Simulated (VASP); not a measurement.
Ru, 2 atoms in the cell. It takes space group P6_3/mmc (No. 194, hexagonal). Conventional cell: a = 2.723 Å, b = 2.723 Å, c = 4.287 Å, α = 90.00°, β = 90.00°, γ = 120.00°. Within 3.5 Å of Ru (site symmetry -6m2) lie 12 Ru at 2.66 to 2.72 Å. 

```yaml
Program: VASP 6.6.1
Task: single point
Functional: PBE
Potentials_or_basis: VASP PAW PBE potentials, release 64 (Ru_pv)
Cutoff: 520 eV
k_mesh: 16 × 16 × 9
Occupations: methfessel-paxton, width 0.1 eV
Spin: no spin polarisation
Dipole_correction: no
Further_INCAR_settings: ALGO = Normal; EDIFF = 1e-06; NBANDS = 21
```

Potentials or basis: VASP PAW PBE potentials, release 64 (Ru_pv).

Launch:

```console
$ cat potpaw_PBE.64/Ru_pv/POTCAR > POTCAR
$ mpirun -np 1 vasp_std > vasp.out
```

Hardware: 1 thread of Intel(R) Xeon(R) Platinum 8375C CPU @ 2.90GHz (Ice Lake) (shared host).

Problem. How long does it take, and how much memory?

Solution. Wall time 64 s on 1 thread of Intel(R) Xeon(R) Platinum 8375C CPU @ 2.90GHz (Ice Lake), on a shared host, peak memory 0.18 GiB. Counts: scf iterations 12, k points 150.
